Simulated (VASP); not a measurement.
Runs of VASP 6.6.1 on Al3GaN4. The structure is that of space group Pm (No. 6), or close to it. The cells are those of the table. 

```csv
cell,gap on the mesh (eV),pressure (GPa),largest force (eV/Å)
"a = 5.038, b = 3.125, c = 11.821 Å, 16 atoms",2.56,-4.7,1.63
"a = 5.038, b = 3.125, c = 11.321 Å, 16 atoms",3.50,-4.5,1.44
"a = 5.038, b = 3.125, c = 11.571 Å, 16 atoms",3.05,(b),1.38
"a = 5.038, b = 3.125, c = 12.321 Å, 16 atoms",1.87,-4.3,2.03
"a = 5.038, b = 3.125, c = 16.821 Å, 16 atoms",1.46,-2.6,3.09
"a = 5.038, b = 3.125, c = 12.821 Å, 16 atoms",(a),-3.9,2.58
```

Alike in all rows: task single point; level r2SCAN; potentials or basis VASP PAW PBE potentials, release 64 (Al, Ga_d, N); no spin polarisation; k mesh 5 × 7 × 2; cutoff (eV) 520; smearing gaussian 0.05 eV.

Estimate the missing entries.

(a) 1.56; (b) -4.8.

Caveats: the PAW data sets were made with another functional, which shifts forces and pressure a little; the stress differs along the axes, from -11 to -1 GPa (at least some runs); the stress differs along the axes, from -9 to -1 GPa (at least some runs); the stress differs along the axes, from -7 to -1 GPa (at least some runs); the stress differs along the axes, from -6 to -0 GPa (at least some runs); the stress differs along the axes, from -6 to -1 GPa (at least some runs).

A k mesh can miss the band edges, and the runs leave out spin-orbit coupling on Ga.
